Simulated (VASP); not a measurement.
# Li (P1) in VASP: notebook

Runs on Li. Level: PBEsol+D3(BJ). Tasks: single point.

Everything below comes from runs of VASP 6.6.1. Logs are shortened: lines on timing, memory, paths and dates and some standing lists are left out, and cuts for length are marked.

### Step 1. The cell of the first run

The typed cell holds 3 atoms: a = 4.912 Å, b = 4.985 Å, c = 2.845 Å, α = 90.25°, β = 88.78°, γ = 119.83°.

### Step 2. Single point, PBEsol+D3(BJ)

INCAR

```
SYSTEM = Li
PREC = Accurate
ENCUT = 520
EDIFF = 1E-6
ISMEAR = 1
SIGMA = 0.1
LREAL = .FALSE.
LASPH = .TRUE.
NELM = 100
ALGO = Normal
ISIF = 2
LWAVE = .FALSE.
LCHARG = .TRUE.
GGA = PS
IVDW = 12
LELF = .TRUE.
LVHAR = .TRUE.
NBANDS = 12
```

KPOINTS

```
Automatic mesh
0
G
  5 5 7
  0 0 0
```

POSCAR

```
Li
1.0
    4.9113170799     -0.0140365275      0.0521827377
   -2.4678132144      4.3315865308     -0.0110115859
    0.0304590650      0.0101630050      2.8450523785
Li
3
Direct
    0.9952000000      0.9929600000      0.9878600000
    0.6600100000      0.3333333333      0.4808300000
    0.3280000000      0.6520300000      0.4962800000
```

Potentials or basis: VASP PAW PBE potentials, release 64 (Li_sv).

The run is started by

```bash
cat potpaw_PBE.64/Li_sv/POTCAR > POTCAR
mpirun -np 1 vasp_std > vasp.out
```

OUTCAR:

```text
SYSTEM = Li
   PREC = Accurate
   ENCUT = 520
   EDIFF = 1E-6
   ISMEAR = 1
   LREAL = .FALSE.
   LASPH = .TRUE.
   NELM = 100
   ISIF = 2
   GGA = PS
   IVDW = 12
 IVDW          = 12

 ion  position               nearest neighbor table
   1  0.995  0.993  0.988-
   2  0.660  0.333  0.481-
   3  0.328  0.652  0.496-

  LATTYP: Found a triclinic cell.
 ALAT       =     4.9116143498
 B/A-ratio  =     1.0149951628
 C/A-ratio  =     0.5792868432
 COS(alpha) =     0.0044044569
 COS(beta)  =     0.0213181183
 COS(gamma) =     0.4974980970

  Lattice vectors:

 A1 = (  -4.9113170799,   0.0140365275,  -0.0521827377)
 A2 = (  -2.4678132144,   4.3315865308,  -0.0110115859)
 A3 = (  -0.0304590650,  -0.0101630050,  -2.8450523785)

Analysis of symmetry for initial positions (statically):
=====================================================================
 Subroutine PRICEL returns:
 Original cell was already a primitive cell.

 Routine SETGRP: Setting up the symmetry group for a
 triclinic supercell.

 Subroutine GETGRP returns: Found  1 space group operations
 (whereof  1 operations were pure point group operations)
 out of a pool of  2 trial point group operations.

The static configuration has the point symmetry C_1 .

Analysis of symmetry for dynamics (positions and initial velocities):
=====================================================================
 Subroutine PRICEL returns:
 Original cell was already a primitive cell.

 Routine SETGRP: Setting up the symmetry group for a
 triclinic supercell.

 Subroutine GETGRP returns: Found  1 space group operations
 (whereof  1 operations were pure point group operations)
 out of a pool of  2 trial point group operations.

The dynamic configuration has the point symmetry C_1 .

 Subroutine INISYM returns: Found  1 space group operations
 (whereof  1 operations are pure point group operations),
 and found     1 'primitive' translations

----------------------------------------------------------------------------------------

                                     Primitive cell

  volume of cell :      60.4189

  direct lattice vectors                    reciprocal lattice vectors
     4.911317080 -0.014036527  0.052182738     0.203971084  0.116200823 -0.002598799
    -2.467813214  4.331586531 -0.011011586     0.000669741  0.231241743 -0.000833205
     0.030459065  0.010163005  2.845052379    -0.003738558 -0.001236300  0.351531819

  length of vectors
     4.911614350  4.985264806  2.845233572     0.234762834  0.231244214  0.351553872

  position of ions in fractional coordinates (direct lattice)
     0.995200000  0.992960000  0.987860000
     0.660010000  0.333333333  0.480830000
     0.328000000  0.652030000  0.496280000

  ion indices of the primitive-cell ions
   primitive index   ion index
                 1           1
                 2           2
                 3           3

----------------------------------------------------------------------------------------

 KPOINTS: Automatic mesh

Automatic generation of k-mesh.
 Grid dimensions read from file:
 generate k-points for:    5    5    7

 Generating k-lattice:

  Cartesian coordinates                     Fractional coordinates (reciprocal lattice)
     0.040794217  0.023240165 -0.000519760     0.200000000  0.000000000 -0.000000000
     0.000133948  0.046248349 -0.000166641     0.000000000  0.200000000 -0.000000000
    -0.000534080 -0.000176614  0.050218831    -0.000000000  0.000000000  0.142857143

  Length of vectors
     0.046952567  0.046248843  0.050221982

  Shift w.r.t. Gamma in fractional coordinates (k-lattice)
     0.000000000  0.000000000  0.000000000

 Subroutine IBZKPT returns following result:
 ===========================================

 Found     88 irreducible k-points:

 Following reciprocal coordinates:
            Coordinates               Weight
  0.000000  0.000000  0.000000      1.000000
  0.200000  0.000000 -0.000000      2.000000
  0.400000  0.000000  0.000000      2.000000
  0.000000  0.200000  0.000000      2.000000
  0.200000  0.200000 -0.000000      2.000000
  0.400000  0.200000  0.000000      2.000000
[... 16 lines left out ...]
 -0.200000  0.200000  0.142857      2.000000
  0.000000  0.400000  0.142857      2.000000
 [... further k-points ...]
   k-points           NKPTS =     88   k-points in BZ     NKDIM =     88   number of bands    NBANDS=     12
   number of dos      NEDOS =    301   number of ions     NIONS =      3
   total plane-waves  NPLWV =  38400
   dimension x,y,z NGX =    40 NGY =   40 NGZ =   24
   dimension x,y,z NGXF=    80 NGYF=   80 NGZF=   48
   ions per type =               3
   NGX,Y,Z   is equivalent  to a cutoff of  13.54, 13.34, 14.02 a.u.
   NGXF,Y,Z  is equivalent  to a cutoff of  27.08, 26.68, 28.05 a.u.
 SYSTEM =  Li
   PREC   = accura    normal or accurate (medium, high low for compatibility)
   ISTART =      0    job   : 0-new  1-cont  2-samecut
   ICHARG =      2    charge: 1-file 2-atom 10-const
   ISPIN  =      1    spin polarized calculation?
   LNONCOLLINEAR =      F non collinear calculations
   LSORBIT =      F    spin-orbit coupling
   LASPH  =      T    aspherical Exc in radial PAW
   ENCUT  =  520.0 eV  38.22 Ry    6.18 a.u.   9.13  9.27  5.29*2*pi/ulx,y,z
   NELM   =    100;   NELMIN=  2; NELMDL= -5     # of ELM steps
   EDIFF  = 0.1E-05   stopping-criterion for ELM
   LREAL  =      F    real-space projection
   EDIFFG = 0.1E-04   stopping-criterion for IOM
   NSW    =      0    number of steps for IOM
   IBRION =     -1    ionic relax: 0-MD 1-quasi-New 2-CG
   NFREE  =      0    steps in history (QN), initial steepest desc. (CG)
   ISIF   =      2    stress and relaxation
   ISYM   =      2    0-nonsym 1-usesym 2-fastsym
   POTIM  = 0.5000    time-step for ionic-motion
   TEBEG  =    0.0;   TEEND  =   0.0 temperature during run
   PSTRESS=    0.0 pullay stress
   NELECT =       9.0000    total number of electrons
   NUPDOWN=      -1.0000    fix difference up-down
   EMIN   =  10.00;   EMAX   =-10.00  energy-range for DOS
   EFERMI =   0.00;   METHOD = LEGACY
   ISMEAR =     1;   SIGMA  =   0.10  broadening in eV -4-tet -1-fermi 0-gaus
   EFERMI_NEDOS =   21; number of points for ismear=-14 and -15
   IALGO  =     38    algorithm
   IMIX   =      4    mixing-type and parameters
     AMIX     =   0.40;   BMIX     =  1.00
     AMIX_MAG =   1.60;   BMIX_MAG =  1.00
  volume/ion in A,a.u.               =      20.14       135.91
  Fermi-wavevector in a.u.,A,eV,Ry     =   0.867824  1.639949 10.246790  0.753118
  Thomas-Fermi vector in A             =   1.986413
   LORBIT       =      0    0 simple, 1 ext, 2 COOP (PROOUT), +10 PAW based schemes
   GGA     = PS    functional components
   LHFCALC =     F    Hartree Fock is set to
   AEXX    =    0.0000 exact exchange contribution
   IVDW    =    12    specifies the selected vdW correction
   LEPSILON=     F    determine dielectric tensor
   LRPA    =     F    only Hartree local field effects (RPA)
 non-spin polarized calculation
 Methfessel and Paxton  Order N= 1 SIGMA  =   0.10
  energy-cutoff  :      520.00
  volume of cell :       60.42
 maximum number of plane-waves:      1639
 NGX is ok and might be reduce to    40
   NGX = 19   NGY = 19   NGZ = 11

 number of electron       9.0000000 magnetization

 Free energy of the ion-electron system (eV)
  ---------------------------------------------------
  ext. energy  EPLUGINS =         0.00000000
  ---------------------------------------------------
  free energy    TOTEN  =        -5.86736514 eV

  energy without entropy =       -5.86579719  energy(sigma->0) =       -5.86684249

 E-fermi :   0.5071     XC(G=0):  -7.0328

 val. band max:        0.5064159006   @ k =  -0.2000  -0.2000   0.1429
 cond. band min:       0.5204274496   @ k =   0.4000  -0.2000   0.1429
 fundamental gap:      0.0140115490
 Fermi energy:         0.5071152803

 k-point     1 :       0.0000    0.0000    0.0000
  band No.  band energies     occupation
      1     -45.3176      2.00000
      2     -45.2961      2.00000
      3     -45.2004      2.00000
      4      -2.9150      2.00000
      5       2.6072      0.00000
      6       2.6189      0.00000
      7       2.7401      0.00000
      8       2.8359      0.00000
      9       6.4585      0.00000
     10       6.6067      0.00000
     11      11.2876      0.00000
     12      14.7491      0.00000

 k-point     2 :       0.2000    0.0000   -0.0000
  band No.  band energies     occupation
      1     -45.3157      2.00000
      2     -45.2979      2.00000
      3     -45.2005      2.00000
      4      -2.6702      2.00000
      5       0.9351     -0.00000
      6       1.3743     -0.00000
      7       3.5822      0.00000
      8       4.6256      0.00000
      9       7.1959      0.00000
     10       7.7569      0.00000
     11      11.5871      0.00000
     12      13.2607      0.00000

 k-point     3 :       0.4000    0.0000    0.0000
  band No.  band energies     occupation
      1     -45.3113      2.00000
      2     -45.3020      2.00000
      3     -45.2008      2.00000
      4      -1.9352      2.00000
      5      -0.7153      2.00000
      6       0.7176     -0.01123
      7       3.6116      0.00000
      8       7.1760      0.00000
      9       8.7562      0.00000
     10      10.2371      0.00000
     11      10.4573      0.00000
     12      10.9256      0.00000
[... 286 lines left out ...]
 k-point    23 :      -0.2000    0.2000    0.1429
  band No.  band energies     occupation
      1     -45.3128      2.00000
      2     -45.2956      2.00000
      3     -45.1980      2.00000
      4      -2.3817      2.00000
      5       1.2070     -0.00000
      6       1.7600     -0.00000
      7       3.8459      0.00000
      8       5.0076      0.00000
      9       6.8334      0.00000
     10       7.4986      0.00000
     11       9.8747      0.00000
     12      13.1516      0.00000

 k-point    24 :       0.0000    0.4000    0.1429
  band No.  band energies     occupation
      1     -45.3102      2.00000
      2     -45.2979      2.00000
      3     -45.1982      2.00000
      4      -1.6823      2.00000
      5      -0.4655      2.00000
      6       1.2113     -0.00000
      7       3.9197      0.00000
      8       7.4452      0.00000
      9       8.3276      0.00000
     10       9.6902      0.00000
     11      10.0481      0.00000
     12      10.4726      0.00000

 [... further k-points ...]

------------------------ aborting loop because EDIFF is reached ----------------------------------------

 Edisp (eV)   -0.44965

 E8    (eV) :    -0.2877

  FORCE on cell =-STRESS in cart. coord.  units (eV):
  Direction    XX          YY          ZZ          XY          YZ          ZX
  --------------------------------------------------------------------------------------
  -------------------------------------------------------------------------------------
  Total      -0.61956    -0.62924    -0.18448    -0.03296     0.02046     0.11711
  in kB     -16.42928   -16.68618    -4.89204    -0.87396     0.54248     3.10559
  external pressure =      -12.67 kB  Pullay stress =        0.00 kB

 VOLUME and BASIS-vectors are now :
 -----------------------------------------------------------------------------
  energy-cutoff  :      520.00
  volume of cell :       60.42
      direct lattice vectors                 reciprocal lattice vectors
     4.911317080 -0.014036527  0.052182738     0.203971084  0.116200823 -0.002598799
    -2.467813214  4.331586531 -0.011011586     0.000669741  0.231241743 -0.000833205
     0.030459065  0.010163005  2.845052379    -0.003738558 -0.001236300  0.351531819

 POSITION                                       TOTAL-FORCE (eV/Angst)
 -----------------------------------------------------------------------------------
      2.46739      4.29716      2.85151        -0.005985     -0.001618      0.001183
      2.43356      1.43948      1.39876         0.053550     -0.071892     -0.007745
      0.01694      2.82476      1.42188        -0.047565      0.073510      0.006561
 -----------------------------------------------------------------------------------
    total drift:                               -0.000398      0.000355     -0.000087

  FREE ENERGIE OF THE ION-ELECTRON SYSTEM (eV)
  ---------------------------------------------------
  free  energy   TOTEN  =        -6.3170134190 eV

  energy  without entropy=       -6.3154454690  energy(sigma->0) =       -6.31649077
```

Wall time 21 s (1 thread of Intel Xeon 6975P-C (Granite Rapids), shared host); peak memory 0.2 GiB.

What came out:

| Property | Result |
| --- | --- |
| Free energy | -6.3170 eV |
| Largest force | 0.090 eV/Å |
| Dispersion energy per atom | -0.150 eV |

Forces in eV/Å, atoms in the order of the input:
```
Li  -0.006 -0.002  0.001
Li   0.054 -0.072 -0.008
Li  -0.048  0.074  0.007
```

Caveat: the cutoff is under 1.25 times the usual one of these potentials, so pressure, stress and relaxed cells hold a basis-set (Pulay) error; the PAW data sets were made with another functional, which shifts forces and pressure a little; pairwise dispersion overbinds metals, which lowers pressure and volume.

### Step 3. Single point, PBEsol+D3(BJ)

This run uses another cell than the first one, of 20.24 Å³/atom, 1.005 times its volume.

INCAR

```
SYSTEM = Li
ALGO = Normal
EDIFF = 1E-6
ENCUT = 520
GGA = PS
ISIF = 2
ISMEAR = 1
IVDW = 12
LASPH = .True.
LCHARG = .False.
LREAL = .False.
LWAVE = .False.
NBANDS = 12
NELM = 100
PREC = Accurate
SIGMA = 0.1
```

KPOINTS

```
k-points
0
Gamma
  5 5 7
  0 0 0
```

POSCAR

```
Li
1.0
    4.9195300000     -0.0140600000      0.0522700000
   -2.4719400000      4.3388300000     -0.0110300000
    0.0305100000      0.0101800000      2.8498100000
Li
3
Direct
    0.9952000000      0.9929600000      0.9878600000
    0.6600100000      0.3333333333      0.4808300000
    0.3280000000      0.6520300000      0.4962800000
```

Potentials or basis: VASP PAW PBE potentials, release 64 (Li_sv).

The run is started by

```bash
cat potpaw_PBE.64/Li_sv/POTCAR > POTCAR
mpirun -np 1 vasp_std > vasp.out
```

Wall time 20 s (1 thread of Intel Xeon 6975P-C (Granite Rapids), shared host); peak memory 0.2 GiB.

It converged, with:

* Free energy: -6.3149 eV
* Largest force: 0.089 eV/Å
* Dispersion energy per atom: -0.149 eV

Forces in eV/Å, atoms in the order of the input:
```
Li  -0.006 -0.002  0.001
Li   0.053 -0.071 -0.008
Li  -0.047  0.073  0.006
```

Levels at points of the mesh, in eV from the Fermi level:
| k point | band 2 | band 3 | band 4 | band 5 | band 6 | band 7 |
| --- | --- | --- | --- | --- | --- | --- |
| (0.00, 0.00, 0.00) | -45.81 | -45.72 | -3.42 | 2.10 | 2.11 | 2.23 |

Caveat: the cutoff is under 1.25 times the usual one of these potentials, so pressure, stress and relaxed cells hold a basis-set (Pulay) error; the PAW data sets were made with another functional, which shifts forces and pressure a little; pairwise dispersion overbinds metals, which lowers pressure and volume.

### Step 4. Single point, PBEsol+D3(BJ)

This run uses another cell than the first one, of 20.24 Å³/atom, 1.005 times its volume.

INCAR

```
PREC = Accurate
ENCUT = 520
EDIFF = 1E-7
ISMEAR = 1
SIGMA = 0.1
LREAL = False
LASPH = True
NELM = 100
ALGO = Normal
ISIF = 2
LWAVE = False
LCHARG = True
GGA = PS
IVDW = 12
LELF = True
LVHAR = True
NBANDS = 12
```

KPOINTS

```
regular mesh
0
Gamma
  5 5 7
```

Changes to POSCAR since step 3:

```diff
@@ -8,3 +8,3 @@
 Direct
-    0.9952000000      0.9929600000      0.9878600000
+    0.9962181528      0.9929633431      0.9878413384
     0.6600100000      0.3333333333      0.4808300000
```

The run is started by

```bash
cat potpaw_PBE.64/Li_sv/POTCAR > POTCAR
mpirun -np 1 vasp_std > vasp.out
```

Wall time 24 s (1 thread of Intel Xeon 6975P-C (Granite Rapids), shared host); peak memory 0.2 GiB.

Results (log left out):

- Free energy: -6.3148 eV
- Largest force: 0.091 eV/Å
- Dispersion energy per atom: -0.149 eV

Forces in eV/Å, atoms in the order of the input:
```
Li  -0.011 -0.002  0.001
Li   0.056 -0.071 -0.008
Li  -0.044  0.073  0.006
```

Levels at points of the mesh, in eV from the Fermi level:
| k point | band 1 | band 2 | band 3 | band 4 | band 5 | band 6 | band 7 | band 8 | band 9 |
| --- | --- | --- | --- | --- | --- | --- | --- | --- | --- |
| (0.00, 0.00, 0.00) | -45.83 | -45.81 | -45.72 | -3.42 | 2.09 | 2.11 | 2.23 | 2.32 | 5.92 |

Caveat: the cutoff is under 1.25 times the usual one of these potentials, so pressure, stress and relaxed cells hold a basis-set (Pulay) error; the PAW data sets were made with another functional, which shifts forces and pressure a little; pairwise dispersion overbinds metals, which lowers pressure and volume.

(Continued in part 2 of 2.)
